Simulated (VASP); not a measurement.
# FeNi3 (Pm-3m) in VASP: further runs

Runs on FeNi3. Level: PBE. Tasks: single point.

Program: VASP 6.6.1. These are calculated values, not measurements. Logs are shortened: lines on timing, memory, paths and dates and some standing lists are left out, and cuts for length are marked.

**1. The cell of the first run**

Symmetry: Pm-3m, No. 221, cubic system. Conventional cell: a = 3.331 Å, b = 3.331 Å, c = 3.331 Å, α = 90.00°, β = 90.00°, γ = 90.00°. Fe (site symmetry m-3m) has 12 Ni at 2.36 Å within 3.1 Å. Within 3.1 Å of Ni (site symmetry 4/mmm) lie 4 Fe at 2.36 Å and 8 Ni at 2.36 Å.

**2. Single point, PBE, collinear spin, ferromagnetic start (equal strain along all axes, cell held: -6.0 %)**

Input file INCAR:

```
  ALGO = Fast
  EDIFF = 1E-7
  ENCUT = 520
  GGA = PE
  ISIF = 2
  ISMEAR = 0
  ISPIN = 2
  LASPH = T
  LCHARG = T
  LELF = T
  LMAXMIX = 4
  LORBIT = 11
  LREAL = F
  LVHAR = T
  LWAVE = F
  MAGMOM = 3.2 0.75 0.75 0.75
  NBANDS = 31
  NELM = 150
  PREC = Accurate
  SIGMA = 0.1
```

Input file KPOINTS:

```
k-points
0
Gamma
  12 12 12
```

Input file POSCAR:

```
FeNi3
1.0
    3.3310824548      0.0000000000      0.0000000000
    0.0000000000      3.3310824548      0.0000000000
    0.0000000000      0.0000000000      3.3310824548
Fe Ni
1 3
Direct
    0.0000000000      0.0000000000      0.0000000000
    0.0000000000      0.5000000000      0.5000000000
    0.5000000000      0.5000000000      0.0000000000
    0.5000000000      0.0000000000      0.5000000000
```

Potentials or basis: VASP PAW PBE potentials, release 64 (Fe, Ni).

Launch:

```sh
cat potpaw_PBE.64/Fe/POTCAR potpaw_PBE.64/Ni/POTCAR > POTCAR
mpirun -np 1 vasp_std > vasp.out
```

OUTCAR:

```text
EDIFF = 1E-7
   ENCUT = 520
   GGA = PE
   ISIF = 2
   ISMEAR = 0
   ISPIN = 2
   LASPH = T
   LORBIT = 11
   LREAL = F
   NELM = 150
   PREC = Accurate

 ion  position               nearest neighbor table
   1  0.000  0.000  0.000-   2 2.36   3 2.36   4 2.36   2 2.36   4 2.36   2 2.36   3 2.36   2 2.36
                             3 2.36   4 2.36   4 2.36   3 2.36
   2  0.000  0.500  0.500-   1 2.36   3 2.36   4 2.36   1 2.36   3 2.36   1 2.36   4 2.36   1 2.36
                             3 2.36   4 2.36   3 2.36   4 2.36
   3  0.500  0.500  0.000-   1 2.36   2 2.36   4 2.36   2 2.36   4 2.36   1 2.36   4 2.36   4 2.36
                             1 2.36   2 2.36   2 2.36   1 2.36
   4  0.500  0.000  0.500-   1 2.36   2 2.36   3 2.36   1 2.36   3 2.36   2 2.36   3 2.36   3 2.36
                             1 2.36   2 2.36   1 2.36   2 2.36

  LATTYP: Found a simple cubic cell.
 ALAT       =     3.3310824548

  Lattice vectors:

 A1 = (   3.3310824548,   0.0000000000,   0.0000000000)
 A2 = (   0.0000000000,   3.3310824548,   0.0000000000)
 A3 = (   0.0000000000,   0.0000000000,   3.3310824548)

Analysis of symmetry for initial positions (statically):
=====================================================================
 Subroutine PRICEL returns:
 Original cell was already a primitive cell.

 Routine SETGRP: Setting up the symmetry group for a
 simple cubic supercell.

 Subroutine GETGRP returns: Found 48 space group operations
 (whereof 48 operations were pure point group operations)
 out of a pool of 48 trial point group operations.

The static configuration has the point symmetry O_h .

Analysis of symmetry for dynamics (positions and initial velocities):
=====================================================================
 Subroutine PRICEL returns:
 Original cell was already a primitive cell.

 Routine SETGRP: Setting up the symmetry group for a
 simple cubic supercell.

 Subroutine GETGRP returns: Found 48 space group operations
 (whereof 48 operations were pure point group operations)
 out of a pool of 48 trial point group operations.

The dynamic configuration has the point symmetry O_h .

Analysis of structural, dynamic, and magnetic symmetry:
=====================================================================
 Subroutine PRICEL returns:
 Original cell was already a primitive cell.

 Routine SETGRP: Setting up the symmetry group for a
 simple cubic supercell.

 Subroutine GETGRP returns: Found 48 space group operations
 (whereof 48 operations were pure point group operations)
 out of a pool of 48 trial point group operations.

The overall configuration has the point symmetry O_h .

 Subroutine INISYM returns: Found 48 space group operations
 (whereof 48 operations are pure point group operations),
 and found     1 'primitive' translations

----------------------------------------------------------------------------------------

                                     Primitive cell

  volume of cell :      36.9621

  direct lattice vectors                    reciprocal lattice vectors
     3.331082455  0.000000000  0.000000000     0.300202716  0.000000000  0.000000000
     0.000000000  3.331082455  0.000000000     0.000000000  0.300202716  0.000000000
     0.000000000  0.000000000  3.331082455     0.000000000  0.000000000  0.300202716

  length of vectors
     3.331082455  3.331082455  3.331082455     0.300202716  0.300202716  0.300202716

  position of ions in fractional coordinates (direct lattice)
     0.000000000  0.000000000  0.000000000
     0.000000000  0.500000000  0.500000000
     0.500000000  0.500000000  0.000000000
     0.500000000  0.000000000  0.500000000

  ion indices of the primitive-cell ions
   primitive index   ion index
                 1           1
                 2           2
                 3           3
                 4           4

----------------------------------------------------------------------------------------

 KPOINTS: k-points

Automatic generation of k-mesh.
 Grid dimensions read from file:
 generate k-points for:   12   12   12

 Generating k-lattice:

  Cartesian coordinates                     Fractional coordinates (reciprocal lattice)
     0.025016893  0.000000000  0.000000000     0.083333333  0.000000000  0.000000000
     0.000000000  0.025016893  0.000000000     0.000000000  0.083333333  0.000000000
     0.000000000  0.000000000  0.025016893     0.000000000  0.000000000  0.083333333

  Length of vectors
     0.025016893  0.025016893  0.025016893

  Shift w.r.t. Gamma in fractional coordinates (k-lattice)
     0.000000000  0.000000000  0.000000000

 Subroutine IBZKPT returns following result:
 ===========================================

 Found     84 irreducible k-points:

 Following reciprocal coordinates:
            Coordinates               Weight
  0.000000  0.000000  0.000000      1.000000
  0.083333  0.000000  0.000000      6.000000
  0.166667  0.000000  0.000000      6.000000
[... 85 lines left out ...]
  band No.  band energies     occupation
      1       0.8733      1.00000
      2       4.7854      1.00000
      3       4.7854      1.00000
      4       5.3584      1.00000
      5       5.6667      1.00000
      6       5.6667      1.00000
[... 23 lines left out ...]
     30      27.1896      0.00000
     31      27.8975      0.00000

 k-point     2 :       0.0833    0.0000    0.0000
  band No.  band energies     occupation
      1       0.9772      1.00000
      2       4.8263      1.00000
      3       4.8417      1.00000
      4       5.4028      1.00000
      5       5.7029      1.00000
      6       5.7093      1.00000
[... 23 lines left out ...]
     30      26.9009      0.00000
     31      27.6405      0.00000

 k-point     3 :       0.1667    0.0000    0.0000
  band No.  band energies     occupation
      1       1.2849      1.00000
      2       4.9274      1.00000
      3       5.0027      1.00000
      4       5.5348      1.00000
      5       5.8095      1.00000
      6       5.8372      1.00000
[... 703 lines left out ...]
     30      26.2472      0.00000
     31      29.3066      0.00000

 k-point    24 :       0.4167    0.3333    0.0000
  band No.  band energies     occupation
      1       4.4560      1.00000
      2       5.6547      1.00000
      3       6.2578      1.00000
      4       6.5844      1.00000
      5       6.7496      1.00000
      6       6.7972      1.00000
[... 23 lines left out ...]
     30      26.8781      0.00000
     31      28.0608      0.00000

 [... further k-points ...]

 spin component 2

 k-point     1 :       0.0000    0.0000    0.0000
  band No.  band energies     occupation
      1       0.9462      1.00000
      2       5.7058      1.00000
      3       5.7058      1.00000
      4       5.7306      1.00000
      5       6.5532      1.00000
      6       6.5532      1.00000
[... 23 lines left out ...]
     30      27.1713      0.00000
     31      28.2785      0.00000

 k-point     2 :       0.0833    0.0000    0.0000
  band No.  band energies     occupation
      1       1.0503      1.00000
      2       5.7238      1.00000
      3       5.7715      1.00000
      4       5.7833      1.00000
      5       6.5916      1.00000
      6       6.5948      1.00000
[... 23 lines left out ...]
     30      26.9477      0.00000
     31      28.0362      0.00000

 k-point     3 :       0.1667    0.0000    0.0000
  band No.  band energies     occupation
      1       1.3589      1.00000
      2       5.7412      1.00000
      3       5.9486      1.00000
      4       5.9606      1.00000
      5       6.7049      1.00000
      6       6.7195      1.00000
[... 703 lines left out ...]
     30      26.7541      0.00000
     31      29.7099      0.00000

 k-point    24 :       0.4167    0.3333    0.0000
  band No.  band energies     occupation
      1       4.6181      1.00000
      2       6.0260      1.00000
      3       6.8814      1.00000
      4       7.2919      1.00000
      5       7.5310      1.00000
      6       7.6908      1.00000
[... 23 lines left out ...]
     30      27.2525      0.00000
     31      28.5049      0.00000

 [... further k-points ...]

------------------------ aborting loop because EDIFF is reached ----------------------------------------

  FORCE on cell =-STRESS in cart. coord.  units (eV):
  Direction    XX          YY          ZZ          XY          YZ          ZX
  --------------------------------------------------------------------------------------
  -------------------------------------------------------------------------------------
  Total       12.9318671     12.9318671     12.9318671      0.0000000      0.0000000      0.0000000
  in kB      560.5516913    560.5516913    560.5516913      0.0000000      0.0000000      0.0000000
  external PRESSURE =     560.5516913 kB  Pullay stress =       0.0000000 kB

 VOLUME and BASIS-vectors are now :
 -----------------------------------------------------------------------------
  energy-cutoff  :      520.00
  volume of cell :       36.96
      direct lattice vectors                 reciprocal lattice vectors
     3.331082455  0.000000000  0.000000000     0.300202716  0.000000000  0.000000000
     0.000000000  3.331082455  0.000000000     0.000000000  0.300202716  0.000000000
     0.000000000  0.000000000  3.331082455     0.000000000  0.000000000  0.300202716

 POSITION                                       TOTAL-FORCE (eV/Angst)
 -----------------------------------------------------------------------------------
      0.00000      0.00000      0.00000         0.000000      0.000000      0.000000
      0.00000      1.66554      1.66554         0.000000      0.000000      0.000000
      1.66554      1.66554      0.00000         0.000000      0.000000      0.000000
      1.66554      0.00000      1.66554         0.000000      0.000000      0.000000
 -----------------------------------------------------------------------------------
    total drift:                                0.000000      0.000000      0.000000

  FREE ENERGIE OF THE ION-ELECTRON SYSTEM (eV)
  ---------------------------------------------------
  free  energy   TOTEN  =       -23.9076385547 eV

  energy  without entropy=      -23.8931119132  energy(sigma->0) =      -23.90037523

 total charge

# of ion       s       p       d       tot
------------------------------------------
    1        0.558   0.676   6.307   7.540
    2        0.595   0.703   8.436   9.733
    3        0.595   0.703   8.436   9.733
    4        0.595   0.703   8.436   9.733
--------------------------------------------------
tot          2.341   2.783  31.616  36.740

 magnetization (x)

# of ion       s       p       d       tot
------------------------------------------
    1        0.009   0.003   2.665   2.677
    2       -0.015  -0.044   0.662   0.603
    3       -0.015  -0.044   0.662   0.603
    4       -0.015  -0.044   0.662   0.603
--------------------------------------------------
tot         -0.036  -0.129   4.650   4.485
```

Run time: 2.1 min. Hardware: 1 thread of Intel Xeon 6975P-C (Granite Rapids), shared host; peak memory 0.27 GiB.

Results:

```yaml
Free_energy: -23.9076 eV
Pressure: 56.1 GPa
Net_moment: 4.54 μB per cell
Site_moments: Fe +2.68; Ni +0.60 μB
Valence_electrons_inside_the_program's_atomic_spheres: Fe 7.54; Ni 9.73
```

Levels at points of the mesh, in eV from the Fermi level:
Spin up:
```csv
k point,band 18,band 19,band 20,band 21,band 22,band 23,band 24,band 25
"(0.00, 0.00, 0.00)",-0.56,-0.41,-0.41,-0.41,2.46,2.46,2.46,10.69
"(0.50, 0.00, 0.00)",-1.82,-1.34,-1.18,-0.56,-0.41,8.73,8.73,8.76
"(0.50, 0.50, 0.00)",-1.76,-1.75,-1.75,1.14,1.14,1.35,1.41,12.77
"(0.50, 0.50, 0.50)",-0.78,-0.75,-0.75,-0.75,-0.66,-0.66,-0.66,6.95
```
Spin down:
```
           k point  band 15  band 16  band 17  band 18  band 19  band 20
(0.00, 0.00, 0.00)     0.32     0.32     1.14     1.14     1.51     1.51
(0.50, 0.00, 0.00)    -1.15    -0.54    -0.31    -0.31     0.33     0.44
(0.50, 0.50, 0.00)    -1.62    -1.06    -0.93     0.06     0.06     0.25
(0.50, 0.50, 0.50)    -0.65    -0.65     0.04     0.04     0.04     0.93
```

Caveat: the cell differs from its parent crystal (equal strain along all axes, cell held: -6.0 %); the cell stands under pressure.

**3. Single point, PBE, collinear spin, ferromagnetic start (equal strain along all axes, cell held: -4.0 %)**

Input file INCAR:

```
SYSTEM = FeNi3
PREC = Accurate
ENCUT = 520
EDIFF = 1E-6
ISMEAR = 0
SIGMA = 0.1
LREAL = .FALSE.
LASPH = .TRUE.
NELM = 150
ALGO = Normal
ISIF = 2
LWAVE = .FALSE.
LCHARG = .FALSE.
ISPIN = 2
MAGMOM = 3.2 0.75 0.75 0.75
LORBIT = 11
LMAXMIX = 4
GGA = PE
NBANDS = 31
```

Input file KPOINTS:

```
regular mesh
0
G
  12 12 12
  0 0 0
```

Input file POSCAR:

```
FeNi3
1.0
    3.4019565496      0.0000000000      0.0000000000
    0.0000000000      3.4019565496      0.0000000000
    0.0000000000      0.0000000000      3.4019565496
Fe Ni
1 3
Direct
    0.0000000000      0.0000000000      0.0000000000
    0.0000000000      0.5000000000      0.5000000000
    0.5000000000      0.5000000000      0.0000000000
    0.5000000000      0.0000000000      0.5000000000
```

Potentials or basis: VASP PAW PBE potentials, release 64 (Fe, Ni).

Launch:

```sh
cat potpaw_PBE.64/Fe/POTCAR potpaw_PBE.64/Ni/POTCAR > POTCAR
mpirun -np 1 vasp_std > vasp.out
```

Wall time 1.9 min (1 thread of Intel Xeon 6975P-C (Granite Rapids), shared host); peak memory 0.28 GiB.

The run converged. Its results:

```
Free energy                                           : -24.5587 eV
Pressure                                              : 31.8 GPa
Net moment                                            : 4.66 μB per cell
Site moments                                          : Fe +2.77; Ni +0.62 μB
Valence electrons inside the program's atomic spheres : Fe 7.37; Ni 9.58
```

Levels at points of the mesh, in eV from the Fermi level:
Spin up:
```csv
k point,band 18,band 19,band 20,band 21,band 22,band 23,band 24,band 25
"(0.00, 0.00, 0.00)",-0.59,-0.53,-0.53,-0.53,2.38,2.38,2.38,10.03
"(0.50, 0.00, 0.00)",-1.71,-1.37,-1.13,-0.59,-0.53,8.29,8.29,8.30
"(0.50, 0.50, 0.00)",-1.75,-1.67,-1.65,0.99,0.99,1.13,1.18,12.19
"(0.50, 0.50, 0.50)",-0.73,-0.73,-0.73,-0.66,-0.66,-0.66,-0.63,6.39
```
Spin down:
```
           k point  band 14  band 15  band 16  band 17  band 18  band 19  band 20  band 21
(0.00, 0.00, 0.00)     0.32     0.32     0.32     1.09     1.09     1.42     1.42     1.42
(0.50, 0.00, 0.00)    -1.15    -1.03    -0.48    -0.23    -0.23     0.32     0.48     0.64
(0.50, 0.50, 0.00)    -1.46    -1.45    -0.96    -0.82     0.11     0.11     0.32     1.66
(0.50, 0.50, 0.50)    -0.59    -0.59    -0.59     0.06     0.06     0.06     0.89     0.89
```

Caveat: the cell differs from its parent crystal (equal strain along all axes, cell held: -4.0 %); the cell stands under pressure.

**4. Single point, PBE, collinear spin, ferromagnetic start (equal strain along all axes, cell held: -2.0 %)**

Input file INCAR:

```
SYSTEM = FeNi3
PREC     = Accurate       ! precision mode
ENCUT    = 520            ! plane-wave cutoff, eV
EDIFF    = 1E-6           ! SCF threshold, eV
ISMEAR   = 0              ! smearing method
SIGMA    = 0.1            ! smearing width, eV
LREAL    = .False.        ! projectors in reciprocal space
LASPH    = .True.         ! aspherical terms in the spheres
NELM     = 150            ! most SCF steps
ALGO     = Normal         ! electronic algorithm
ISIF     = 2              ! what is computed and relaxed
LWAVE    = .False.        ! write WAVECAR
LCHARG   = .False.        ! write CHGCAR
ISPIN    = 2              ! spin polarisation
MAGMOM   = 3.2 0.75 0.75 0.75 ! initial moments
LORBIT   = 11             ! projections on sites
LMAXMIX  = 4              ! l up to which the mixer works
GGA      = PE             ! functional
NBANDS   = 31             ! bands
```

Input file KPOINTS:

```
regular mesh
0
Gamma
  12 12 12
  0 0 0
```

Input file POSCAR:

```
FeNi3
1.0
    3.4728306444      0.0000000000      0.0000000000
    0.0000000000      3.4728306444      0.0000000000
    0.0000000000      0.0000000000      3.4728306444
Fe Ni
1 3
Direct
    0.0000000000      0.0000000000      0.0000000000
    0.0000000000      0.5000000000      0.5000000000
    0.5000000000      0.5000000000      0.0000000000
    0.5000000000      0.0000000000      0.5000000000
```

Launch:

```sh
cat potpaw_PBE.64/Fe/POTCAR potpaw_PBE.64/Ni/POTCAR > POTCAR
mpirun -np 1 vasp_std > vasp.out
```

Wall time 2 min (1 thread of Intel Xeon 6975P-C (Granite Rapids), shared host); peak memory 0.28 GiB.

Results (log left out):

| Quantity | Value |
| --- | --- |
| Free energy | -24.9061 eV |
| Pressure | 13.5 GPa |
| Net moment | 4.73 μB per cell |
| Site moments | Fe +2.84; Ni +0.63 μB |
| Valence electrons inside the program's atomic spheres | Fe 7.22; Ni 9.45 |

Levels at points of the mesh, in eV from the Fermi level:
Spin up:
```tsv
k point	band 17	band 18	band 19	band 20	band 21	band 22	band 23	band 24	band 25	band 26
(0.00, 0.00, 0.00)	-0.64	-0.64	-0.61	-0.61	-0.61	2.31	2.31	2.31	9.42	9.42
(0.50, 0.00, 0.00)	-1.67	-1.62	-1.40	-1.09	-0.63	-0.61	7.87	7.87	7.89	7.89
(0.50, 0.50, 0.00)	-1.74	-1.74	-1.59	-1.56	0.85	0.85	0.94	0.97	11.65	11.77
(0.50, 0.50, 0.50)	-0.80	-0.79	-0.79	-0.79	-0.58	-0.58	-0.58	-0.50	5.89	5.89
```
Spin down:
| k point | band 14 | band 15 | band 16 | band 17 | band 18 | band 19 | band 20 | band 21 |
| --- | --- | --- | --- | --- | --- | --- | --- | --- |
| (0.00, 0.00, 0.00) | 0.30 | 0.30 | 0.30 | 1.04 | 1.04 | 1.33 | 1.33 | 1.33 |
| (0.50, 0.00, 0.00) | -1.04 | -0.94 | -0.44 | -0.18 | -0.18 | 0.30 | 0.50 | 0.63 |
| (0.50, 0.50, 0.00) | -1.33 | -1.32 | -0.87 | -0.74 | 0.14 | 0.14 | 0.36 | 1.52 |
| (0.50, 0.50, 0.50) | -0.52 | -0.52 | -0.52 | 0.06 | 0.06 | 0.06 | 0.84 | 0.84 |

Caveat: the cell differs from its parent crystal (equal strain along all axes, cell held: -2.0 %); the cell stands under pressure.

**5. The runs side by side**

```tsv
cell	gap on the mesh (eV)	pressure (GPa)	moment (μB)
a = 3.331 Å, 4 atoms	none	56.1	4.54
a = 3.402 Å, 4 atoms	none	31.8	4.66
a = 3.473 Å, 4 atoms	none	13.5	4.73
```

Alike in all rows: task single point; level PBE; potentials or basis VASP PAW PBE potentials, release 64 (Fe, Ni); spin collinear, ferromagnetic start; k mesh 12 × 12 × 12; cutoff (eV) 520; smearing gaussian 0.1 eV.

Caveats: the cell stands under pressure.

Absolute energies hang on the potentials; compare differences alone.
